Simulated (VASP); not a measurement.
# Li5Sc (Amm2) in VASP: relaxation of cell and atoms with PBE

Aim: the relaxation of cell and atoms of Li5Sc with PBE.

Program: VASP 6.6.1. These are calculated values, not measurements. Logs are shortened: lines on timing, memory, paths and dates and some standing lists are left out, and cuts for length are marked.

## (1) The cell of the first run

The structure is orthorhombic, space group Amm2 (No. 38). Conventional cell: a = 4.960 Å, b = 9.326 Å, c = 5.269 Å, α = 90.00°, β = 90.00°, γ = 90.00°. Within 3.9 Å of Li (site symmetry m) lie 9 Li at 2.99 to 3.13 Å and 3 Sc at 3.06 to 3.10 Å. Within 3.9 Å of Li (site symmetry mm2) lie 10 Li at 2.94 to 3.33 Å and 2 Sc at 3.15 Å. Within 3.9 Å of Li (site symmetry m) lie 10 Li at 2.92 to 3.40 Å and 2 Sc at 3.14 Å. Sc (site symmetry mm2) has 18 Li at 3.06 to 4.23 Å within 4.3 Å.

## (2) Relaxation of cell and atoms, PBE

Contents of INCAR:

```
PREC = Accurate ; ENCUT = 600
EDIFF = 1E-6 ; ISMEAR = 0
SIGMA = 0.1 ; LREAL = False
LASPH = True ; NELM = 60
ALGO = Fast ; ISIF = 3
LWAVE = False ; LCHARG = False
GGA = PE ; IBRION = 2
NSW = 100 ; EDIFFG = -0.01
```

Contents of KPOINTS:

```
regular mesh
0
Gamma
  8 8 8
```

Contents of POSCAR:

```
Li5Sc
1.0
    4.9596209672      0.0000000000      0.0000000000
    0.0000000000      4.6629693430      2.6346881419
    0.0000000000     -4.6629693430      2.6346881419
Li Sc
5 1
Direct
    0.0000000000      0.3365030812      0.6719633124
    0.0000000000      0.6719633124      0.3365030812
    0.5000000000      0.6333925006      0.6333925006
    0.5000000000      0.3594281978      0.9952262955
    0.5000000000      0.9952262955      0.3594281978
    0.0000000000      0.0032532419      0.0032532419
```

Potentials or basis: VASP PAW PBE potentials, release 64 (Li_sv, Sc_sv).

The run is started by

```sh
> cat potpaw_PBE.64/Li_sv/POTCAR potpaw_PBE.64/Sc_sv/POTCAR > POTCAR
> mpirun -np 1 vasp_std > vasp.out
```

OUTCAR:

```text
PREC = Accurate
   ENCUT = 600
   EDIFF = 1E-6
   ISMEAR = 0
   LREAL = False
   LASPH = True
   NELM = 60
   ISIF = 3
   GGA = PE
   IBRION = 2
   NSW = 100
   EDIFFG = -0.01

 ion  position               nearest neighbor table
   1  0.000  0.337  0.672-
   2  0.000  0.672  0.337-
   3  0.500  0.633  0.633-
   4  0.500  0.359  0.995-
   5  0.500  0.995  0.359-
   6  0.000  0.003  0.003-

  LATTYP: Found a base centered orthorhombic cell.
 ALAT       =     5.2693762838
 B/A-ratio  =     1.7698372983
 C/A-ratio  =     0.9412159429

  Lattice vectors:

 A1 = (   0.0000000000,   4.6629693430,   2.6346881419)
 A2 = (   0.0000000000,  -4.6629693430,   2.6346881419)
 A3 = (   4.9596209672,   0.0000000000,   0.0000000000)

Analysis of symmetry for initial positions (statically):
=====================================================================
 Subroutine PRICEL returns:
 Original cell was already a primitive cell.

 Routine SETGRP: Setting up the symmetry group for a
 base centered orthorhombic supercell.

 Subroutine GETGRP returns: Found  4 space group operations
 (whereof  4 operations were pure point group operations)
 out of a pool of  8 trial point group operations.

The static configuration has the point symmetry C_2v.

Analysis of symmetry for dynamics (positions and initial velocities):
=====================================================================
 Subroutine PRICEL returns:
 Original cell was already a primitive cell.

 Routine SETGRP: Setting up the symmetry group for a
 base centered orthorhombic supercell.

 Subroutine GETGRP returns: Found  4 space group operations
 (whereof  4 operations were pure point group operations)
 out of a pool of  8 trial point group operations.

The dynamic configuration has the point symmetry C_2v.

 Subroutine INISYM returns: Found  4 space group operations
 (whereof  4 operations are pure point group operations),
 and found     1 'primitive' translations

----------------------------------------------------------------------------------------

                                     Primitive cell

  volume of cell :     121.8625

  direct lattice vectors                    reciprocal lattice vectors
     4.959620967  0.000000000  0.000000000     0.201628311  0.000000000  0.000000000
[... 117 lines left out ...]
  Thomas-Fermi vector in A             =   2.108993
   LORBIT       =      0    0 simple, 1 ext, 2 COOP (PROOUT), +10 PAW based schemes
   GGA     = PE    functional components
   LHFCALC =     F    Hartree Fock is set to
   AEXX    =    0.0000 exact exchange contribution
   IVDW    =     0    specifies the selected vdW correction
   LEPSILON=     F    determine dielectric tensor
   LRPA    =     F    only Hartree local field effects (RPA)
 conjugate gradient relaxation of ions
 non-spin polarized calculation
 RMM-DIIS sequential band-by-band and
 Gauss-broadening in eV      SIGMA  =   0.10
  energy-cutoff  :      600.00
  volume of cell :      121.86
 maximum number of plane-waves:      4088
 NGX is ok and might be reduce to    40
   NGX = 19   NGY = 21   NGZ = 21

--------------------------------------- Ionic step        1  -------------------------------------------

 number of electron      26.0000017 magnetization

 Free energy of the ion-electron system (eV)
  ---------------------------------------------------
  ext. energy  EPLUGINS =         0.00000000
  ---------------------------------------------------
  free energy    TOTEN  =       -14.87885327 eV

  energy without entropy =      -14.85197651  energy(sigma->0) =      -14.86541489

------------------------ aborting loop because EDIFF is reached ----------------------------------------

  FORCE on cell =-STRESS in cart. coord.  units (eV):
  Direction    XX          YY          ZZ          XY          YZ          ZX
  --------------------------------------------------------------------------------------
  -------------------------------------------------------------------------------------
  Total       -0.1039390     -0.2074543     -0.0004411      0.0000000      0.0000000      0.0000000
  in kB       -1.3665291     -2.7274871     -0.0057999      0.0000000      0.0000000      0.0000000
  external PRESSURE =      -1.3666054 kB  Pullay stress =       0.0000000 kB
[... 101 lines left out ...]
  FREE ENERGIE OF THE ION-ELECTRON SYSTEM (eV)
  ---------------------------------------------------
  free  energy   TOTEN  =       -14.8794723775 eV

  energy  without entropy=      -14.8525655148  energy(sigma->0) =      -14.86601895

[... ionic steps 4 to 7 ...]

--------------------------------------- Ionic step        8  -------------------------------------------

 number of electron      26.0000009 magnetization

------------------------ aborting loop because EDIFF is reached ----------------------------------------
[... 75 lines left out ...]
--------------------------------------- Ionic step       10  -------------------------------------------

 number of electron      26.0000009 magnetization

 Free energy of the ion-electron system (eV)
  ---------------------------------------------------
  ext. energy  EPLUGINS =         0.00000000
  ---------------------------------------------------
  free energy    TOTEN  =       -14.87980996 eV

  energy without entropy =      -14.85302398  energy(sigma->0) =      -14.86641697

 E-fermi :   1.2958     XC(G=0):  -7.7688

 val. band max:        1.2897959960   @ k =   0.5000   0.0000   0.0000
 cond. band min:       1.2970414103   @ k =   0.0000   0.1250   0.0000
 fundamental gap:      0.0072454143
 Fermi energy:         1.2957564533

 k-point     1 :       0.0000    0.0000    0.0000
  band No.  band energies     occupation
      1     -49.0966      2.00000
      2     -44.8611      2.00000
      3     -44.8470      2.00000
      4     -44.8387      2.00000
      5     -44.5452      2.00000
      6     -44.5363      2.00000
[... 457 lines left out ...]
      4     -44.8401      2.00000
      5     -44.5422      2.00000
      6     -44.5395      2.00000
[... 9 lines left out ...]
     16       2.1268      0.00000
     17       2.3617      0.00000

 [... further k-points ...]

------------------------ aborting loop because EDIFF is reached ----------------------------------------

  FORCE on cell =-STRESS in cart. coord.  units (eV):
  Direction    XX          YY          ZZ          XY          YZ          ZX
  --------------------------------------------------------------------------------------
  -------------------------------------------------------------------------------------
  Total        0.0205688     -0.0037845      0.0461233      0.0000000      0.0000000      0.0000000
  in kB        0.2730010     -0.0502303      0.6121762      0.0000000      0.0000000      0.0000000
  external PRESSURE =       0.2783156 kB  Pullay stress =       0.0000000 kB
[... 21 lines left out ...]
  FREE ENERGIE OF THE ION-ELECTRON SYSTEM (eV)
  ---------------------------------------------------
  free  energy   TOTEN  =       -14.8798099630 eV

  energy  without entropy=      -14.8530239773  energy(sigma->0) =      -14.86641697

 reached required accuracy - stopping structural energy minimisation
```

Wall time 44 min (1 thread of Intel Xeon Platinum 8488C (Sapphire Rapids), shared host); peak memory 0.49 GiB.

Results:

```yaml
Free_energy: -14.8798 eV
Relaxed_volume: 20.12 Å³/atom
Relaxed_cell: a = 4.944 Å, b = 5.328 Å, c = 5.328 Å, α = 120.67°, β = 90.00°, γ = 90.00°
Space_group_after_relaxing_to_0.1_Å: P-62m (No. 189)
Energy_gained_by_relaxing: 0.2 meV/atom
Ionic_steps: 10
Pressure_after_relaxing: 0.0 GPa
Largest_force_after_relaxing: 0.008 eV/Å
Band_gap_on_the_k_mesh: zero (bands 13 and 14 overlap by 0.79 eV)
```

Forces on the atoms (eV/Å):
```
Li   0.000  0.008 -0.003
Li   0.000 -0.008 -0.003
Li   0.000  0.000 -0.001
Li   0.000  0.004  0.005
Li   0.000 -0.004  0.005
Sc   0.000  0.000 -0.004
```

The path:
| step | energy change (eV) | largest force (eV/Å) | pressure (GPa) | volume (Å³) |
| --- | --- | --- | --- | --- |
| 1 | 0.0000 | 0.0123 | -0.14 | 121.86 |
| 2 | -0.0004 | 0.0101 | -0.08 | 121.56 |
| 3 | -0.0006 | 0.0077 | -0.02 | 121.34 |
| 4 | -0.0008 | 0.0071 | 0.01 | 120.92 |
| 5 | -0.0006 | 0.0114 | 0.17 | 120.07 |
| 6 | -0.0009 | 0.0074 | -0.02 | 120.76 |
| 7 | -0.0008 | 0.0094 | 0.09 | 120.42 |
| 8 | -0.0009 | 0.0083 | 0.06 | 120.60 |
| 9 | -0.0009 | 0.0082 | 0.04 | 120.65 |
| 10 | -0.0010 | 0.0084 | 0.03 | 120.71 |

Final structure:
```xyz
6
Lattice="4.9441 0.0000 0.0000 0.0000 4.6295 2.6370 0.0000 -4.6295 2.6370" Properties=species:S:1:pos:R:3 pbc="T T T"
Li    0.0000   -1.5519    2.6589
Li    0.0000    1.5519    2.6589
Li    2.4720    0.0000    3.3389
Li    2.4720   -2.9430    3.5722
Li    2.4720    2.9430    3.5722
Sc    0.0000    0.0000    0.0196
```

Levels at points of the mesh, in eV from the Fermi level:
```
           k point  band 11  band 12  band 13  band 14  band 15  band 16
(0.00, 0.00, 0.00)    -0.16    -0.14     0.00     0.13     1.00     1.02
(0.50, 0.00, 0.00)    -2.35    -0.04    -0.01     0.51     0.52     1.21
(0.00, 0.50, 0.00)    -2.16    -0.52     0.09     0.31     0.71     0.87
(0.50, 0.50, 0.00)    -1.43    -1.09    -1.03     0.19     0.55     0.90
(0.00, 0.50, 0.50)    -2.19    -0.47     0.07     0.34     0.71     0.90
(0.50, 0.50, 0.50)    -1.45    -1.13    -1.05     0.19     0.58     0.98
```

Caveat: the cutoff is under 1.25 times the usual one of these potentials, so pressure, stress and relaxed cells hold a basis-set (Pulay) error.
